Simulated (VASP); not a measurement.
The system is Te.

```
Te
1.0
     4.45400    0.00000    0.00000
    -2.22700    3.85728    0.00000
     0.00000    0.00000    5.92400
Te
3
Direct
  0.26900 0.00000 0.33333
  0.00000 0.26900 0.66667
  0.73100 0.73100 0.00000
```

* Program: VASP 6.6.1
* Task: relaxation of volume and atoms at fixed shape
* Functional: PBE
* Potentials or basis: VASP PAW PBE potentials, release 64 (Te)
* Cutoff: 600 eV
* k mesh: 6 × 6 × 4
* Occupations: fermi-dirac, width 0.05 eV
* Spin: no spin polarisation

At the start: pressure 1.5 GPa; volume 33.93 Å³/atom.

Where does the relaxation end?

Over 3 steps the energy falls by 4.6 meV/atom and the volume is 34.88 Å³/atom (+2.8 %); space group P3_121 (No. 152, to 0.05 Å).

Step by step:
```
step  energy change (eV)  largest force (eV/Å)  pressure (GPa)  volume (Å³)
   1              0.0000                0.1514            1.47       101.78
   2             -0.0088                0.1128           -0.78       106.44
   3             -0.0138                0.0183            0.02       104.64
```

Final structure:
```
Te
1.0
     4.49540    0.00000    0.00000
    -2.24770    3.89313    0.00000
     0.00000    0.00000    5.97907
Te
3
Cartesian
  1.2139 0.0000 1.9930
  -0.6069 1.0512 3.9860
  1.6408 2.8419 0.0000
```
